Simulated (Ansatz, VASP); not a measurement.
## One calculation of Te2Mo, two programs

The input POSCAR:

```
Te2Mo
1.0
    3.6838163913      0.0000000000      0.0000000000
   -1.8419081956      3.1902785777      0.0000000000
    0.0000000000      0.0000000000     14.7437388449
Mo Te
2 4
Direct
    0.3333333333      0.6666666667      0.2500000000
    0.6666666667      0.3333333333      0.7500000000
    0.6666666667      0.3333333333      0.3688256293
    0.6666666667      0.3333333333      0.1311743707
    0.3333333333      0.6666666667      0.8688256293
    0.3333333333      0.6666666667      0.6311743707
```

Contents of INCAR.step1:

```
SYSTEM = Te2Mo
ALGO = Normal ; EDIFF = 1E-4
ENCUT = 520 ; GGA = PE
ISMEAR = 0 ; LASPH = .True.
LCHARG = .False. ; LREAL = .False.
LWAVE = .True. ; NBANDS = 35
NELM = 60 ; PREC = Accurate
SIGMA = 0.01
```

INCAR.step2

```
SYSTEM = Te2Mo
ALGO = Normal ; EDIFF = 1E-7
ENCUT = 520 ; ISIF = 2
ISMEAR = 0 ; ISTART = 1
LASPH = .True. ; LCHARG = .False.
LMIXTAU = .True. ; LREAL = .False.
LWAVE = .False. ; METAGGA = R2SCAN
NBANDS = 35 ; NELM = 60
PREC = Accurate ; SIGMA = 0.01
```

KPOINTS

```
k-points
0
Gamma
  12 12 2
  0 0 0
```

Input for Ansatz:

```yaml
crystal:
  lattice:
    - [3.6838163913, 0.0, 0.0]
    - [-1.8419081956, 3.1902785777, 0.0]
    - [0.0, 0.0, 14.7437388449]
  atoms:
    - { symbol: Mo, position: [0.3333333333, 0.6666666667, 0.25] }
    - { symbol: Mo, position: [0.6666666667, 0.3333333333, 0.75] }
    - { symbol: Te, position: [0.6666666667, 0.3333333333, 0.3688256293] }
    - { symbol: Te, position: [0.6666666667, 0.3333333333, 0.1311743707] }
    - { symbol: Te, position: [0.3333333333, 0.6666666667, 0.8688256293] }
    - { symbol: Te, position: [0.3333333333, 0.6666666667, 0.6311743707] }
kpoints:
  mp_grid: { grid: [12, 12, 2] }
  band_path:
    path:
      - [0.0, 0.0, 0.0]
      - [0.5, 0.0, 0.0]
      - [0.3333333333, 0.3333333333, 0.0]
      - [0.0, 0.0, 0.5]
      - [0.5, 0.0, 0.5]
      - [0.3333333333, 0.3333333333, 0.5]
    npoints: 1
hamiltonian:
  xc: r2scan
scf:
  occupations: { method: fixed }
  n_extra_bands: 5
output:
  forces: true
  stress: true
  eigenvalues: true
```

Change from the starting cell: hydrostatic strain +4.0%.

Alike in both runs: task single point; functional r2SCAN; k mesh 12 × 12 × 2; no spin polarisation.

|  | VASP | Ansatz |
| --- | --- | --- |
| version | VASP 6.6.1 | Ansatz 0.2.0 |
| potentials or method | VASP PAW PBE potentials, release 64 (Mo_sv, Te) | plane waves, PAW |
| plane-wave cutoff (eV) | 520 | 500 |
| occupations | gaussian, width 0.01 eV | fixed |
| valence electrons in the cell | 52 | 92 |

VASP gave:

```
gap on the k mesh at the Fermi level (eV)                     : 0.55
pressure (GPa)                                                : -3.0
traceless stress, the component that is largest in VASP (GPa) : 2.75
rms of the force components (eV/Å)                            : 0.001
```

Problem. Which values does Ansatz return?

Solution. gap on the k mesh at the Fermi level (eV): 0.56; pressure (GPa): -3.1; traceless stress, the component that is largest in VASP (GPa): 2.69; rms of the force components (eV/Å): 0.012.

VASP's potentials were made for PBE, not for r2SCAN. Atom by atom the forces differ by 0.013 eV/Å (rms over components). VASP's potentials hold 52 valence electrons a cell and Ansatz's 92, so a difference there can come from the potentials and not from the codes.

Neither program's run includes spin-orbit coupling.
